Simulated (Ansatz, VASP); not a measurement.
**Bi2Se3 in VASP and in Ansatz**

```
CELL_PARAMETERS angstrom
2.04350 1.17982 9.41633
-2.04350 1.17982 9.41633
0.00000 -2.35963 9.41633
ATOMIC_POSITIONS crystal
Bi 0.59920 0.59920 0.59920
Bi 0.40080 0.40080 0.40080
Se 0.78830 0.78830 0.78830
Se 0.21170 0.21170 0.21170
Se 0.00000 0.00000 0.00000
```

Alike in both runs: task single point; functional PBE exchange alone; k mesh 8 × 8 × 8; occupations fermi-dirac, width 0.05 eV; no spin polarisation.

|  | VASP | Ansatz |
| --- | --- | --- |
| version | VASP 6.6.1 | Ansatz 0.2.0 |
| potentials or method | VASP PAW PBE potentials, release 64 (Bi_d, Se) | Ansatz PAW |
| plane-wave cutoff (eV) | 520 | 420 |
| valence electrons in the cell | 48 | 78 |

```csv
,VASP,Ansatz,Ansatz less VASP
gap on the k mesh at the Fermi level (eV),0.26,0.27,+0.003
least direct gap on the mesh (eV),0.26,0.27,+0.003
pressure (GPa),15.8,15.7,-0.10
"traceless stress, the component that is largest in VASP (GPa)",-0.28,-0.28,-0.001
rms of the force components (eV/Å),0.379,0.369,-0.0092
```

VASP's potentials were made for PBE, not for PBE exchange alone. Atom by atom the forces differ by 0.010 eV/Å (rms over components). VASP's potentials hold 48 valence electrons a cell and Ansatz's 78, so a difference there can come from the potentials and not from the codes.

Neither program's run includes spin-orbit coupling.
